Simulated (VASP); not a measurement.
Runs of VASP 6.6.1 on YMg2O2. The structure is that of space group P4/mmm (No. 123), or close to it. The cells are those of the table. 

| task | cell | k mesh | cutoff (eV) | gap on the mesh (eV) | pressure (GPa) | relaxed volume (Å³/atom) | largest force (eV/Å) |
| --- | --- | --- | --- | --- | --- | --- | --- |
| relaxation of cell and atoms | relaxed from a = 3.523, b = 3.523, c = 5.517 Å, 5 atoms | 10 × 10 × 8 | 600 | none | 0.0 | (b) | - |
| single point | a = 3.527, b = 3.527, c = 5.532 Å, 5 atoms | 4 × 4 × 4 | 520 | none | -0.4 | - | 0.03 |
| relaxation of cell and atoms | relaxed from a = 3.943, b = 3.943, c = 5.348 Å, 5 atoms | 4 × 4 × 4 | 600 | none | 0.2 | 13.66 | 0.01 |
| relaxation of cell and atoms | relaxed from a = 3.527, b = 3.527, c = 5.532 Å, 5 atoms | 6 × 6 × 4 | 600 | none | 0.0 | 13.64 | 0.02 |
| single point | a = 3.943, b = 3.943, c = 5.348 Å, 5 atoms | 4 × 4 × 4 | 520 | none | -10.5 | - | (a) |

Alike in all rows: level PBE; potentials or basis VASP PAW PBE potentials, release 64 (Y_sv, Mg, O); no spin polarisation; smearing gaussian 0.1 eV.

Question: Fill in the values left out.

Answer: (a) 1.06; (b) 13.69.

Caveats: some runs use coarse meshes; an odd number of electrons without spin polarisation forces a metal; a magnetic or distorted state may lie lower; the volume moved by over 15 % at a fixed basis, so the end points are rough (some runs).

A k mesh can miss the band edges, and the runs leave out spin-orbit coupling on Y.

A gap of «none» marks levels without a gap at the run's occupations.
